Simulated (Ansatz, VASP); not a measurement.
Ce: VASP beside Ansatz

```
Ce
1.0
     0.00000    2.49154    2.49154
     2.49154    0.00000    2.49154
     2.49154    2.49154    0.00000
Ce
1
Direct
  0.00000 0.00000 0.00000
```

Change from the starting cell: volume scaled by 0.9, no spin polarisation, PAW files.

Alike in both runs: task single point; functional LDA; k mesh 10 × 10 × 10; occupations fermi-dirac, width 0.1 eV; no spin polarisation.

|  | VASP | Ansatz |
| --- | --- | --- |
| version | VASP 6.6.1 | Ansatz 0.2.0 |
| potentials or method | VASP PAW LDA potentials, release 64 (Ce) | PAW with Ansatz's default frozen-core files, scalar-relativistic |
| plane-wave cutoff (eV) | 520 | 420 |
| valence electrons in the cell | 12 | 12 |

```tsv
	VASP	Ansatz	Ansatz less VASP
pressure (GPa)	-8.2	-8.1	+0.06
```

LDA's correlation is that of Perdew and Zunger in VASP and of Perdew and Wang (1992) in Ansatz.

Spin-orbit coupling is off throughout.
